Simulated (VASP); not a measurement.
Set up this calculation in VASP 6.6.1, as the native input.

```yaml
Task: single point
Functional: PBEsol
Potentials_or_basis: VASP PAW PBE potentials, release 64 (Be)
Cutoff: 600 eV
k_mesh: 9 × 9 × 4
Occupations: gaussian, width 0.1 eV
Spin: no spin polarisation
Dipole_correction: no
Further_INCAR_settings: ALGO = Normal; EDIFF = 1e-06; NBANDS = 9
```

The structure of Be lies in POSCAR:

```
Be
1.0
    2.2547857884      0.0000000000      0.0000000000
   -1.1273928942      1.9527017728      0.0000000000
    0.0000000000      0.0000000000      3.5579465302
Be
2
Direct
    0.3333333333      0.6666666667      0.2500000000
    0.6666666667      0.3333333333      0.7500000000
```

The input as run:

INCAR

```
SYSTEM = Be
ALGO = Normal
EDIFF = 1E-6
ENCUT = 600
GGA = PS
GGA_COMPAT = .False.
ISIF = 2
ISMEAR = 0
LASPH = .True.
LCHARG = .False.
LREAL = .False.
LWAVE = .False.
NBANDS = 9
NELM = 120
PREC = Accurate
SIGMA = 0.1
```

KPOINTS

```
k-points
0
Gamma
  9 9 4
  0 0 0
```

Potentials or basis: VASP PAW PBE potentials, release 64 (Be).

Run with:

```bash
$ cat potpaw_PBE.64/Be/POTCAR > POTCAR
$ mpirun -np 1 vasp_std > vasp.out
```

It gave:

```
Pressure               : 0.4 GPa
Band gap on the k mesh : zero (bands 2 and 3 overlap by 2.09 eV)
```

Caveat: the k points lie up to 0.44 Å⁻¹ apart, too coarse for converged energies and pressures of a metal; the PAW data sets were made with another functional, which shifts forces and pressure a little.

Run time: 2.1 s on 1 thread of Intel(R) Xeon(R) Platinum 8481C CPU @ 2.70GHz (Sapphire Rapids) (shared host), peak memory 0.12 GiB.
